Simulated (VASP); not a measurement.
Write the native input for VASP 6.6.1 that does the following.

- Task: single point
- Functional: RPBE
- Potentials or basis: VASP PAW PBE potentials, release 64 (Ir)
- Cutoff: 520 eV
- k mesh: 15 × 15 × 4
- Occupations: fermi-dirac, width 0.1 eV
- Spin: no spin polarisation
- Dipole correction: no
- Further INCAR settings: ALGO = Normal; EDIFF = 1e-06; NBANDS = 26

The structure of Ir lies in POSCAR:

```
Ir
1.0
    2.7866917544      0.0000000000      0.0000000000
   -1.3933458772      2.4133458518      0.0000000000
    0.0000000000      0.0000000000      9.1036163333
Ir
4
Direct
    1.0000000000      1.0000000000      1.0000000000
    1.0000000000      1.0000000000      0.5000000000
    0.3333333333      0.6666666667      0.2500000000
    0.6666666667      0.3333333333      0.7500000000
```

This cell differs from its parent crystal: volume scaled by 1.04.

One way to write it, as run:

INCAR

```
SYSTEM = Ir
PREC     = Accurate       ! precision mode
ENCUT    = 520            ! plane-wave cutoff, eV
EDIFF    = 1E-6           ! SCF threshold, eV
ISMEAR   = -1             ! smearing method
SIGMA    = 0.1            ! smearing width, eV
LREAL    = .FALSE.        ! projectors in reciprocal space
LASPH    = .TRUE.         ! aspherical terms in the spheres
NELM     = 100            ! most SCF steps
ALGO     = Normal         ! electronic algorithm
ISIF     = 2              ! what is computed and relaxed
LWAVE    = .FALSE.        ! write WAVECAR
LCHARG   = .FALSE.        ! write CHGCAR
GGA      = RP             ! functional
NBANDS   = 26             ! bands
```

KPOINTS

```
Automatic mesh
0
G
  15 15 4
  0 0 0
```

Potentials or basis: VASP PAW PBE potentials, release 64 (Ir).

Launch:

```sh
$ cat potpaw_PBE.64/Ir/POTCAR > POTCAR
$ mpirun -np 1 vasp_std > vasp.out
```

Results of the run:

| Property | Result |
| --- | --- |
| Pressure | -11.5 GPa |
| Band gap on the k mesh | zero (band 18 reaches 10.02 eV, above the bottom of band 19 at 7.82 eV) |

Caveat: the PAW data sets were made with another functional, which shifts forces and pressure a little; spin-orbit coupling is left out, which moves the levels of the heavy elements.

Run time: 88 s on 1 thread of Intel Xeon 6975P-C, with other jobs on the host, peak memory 0.25 GiB.
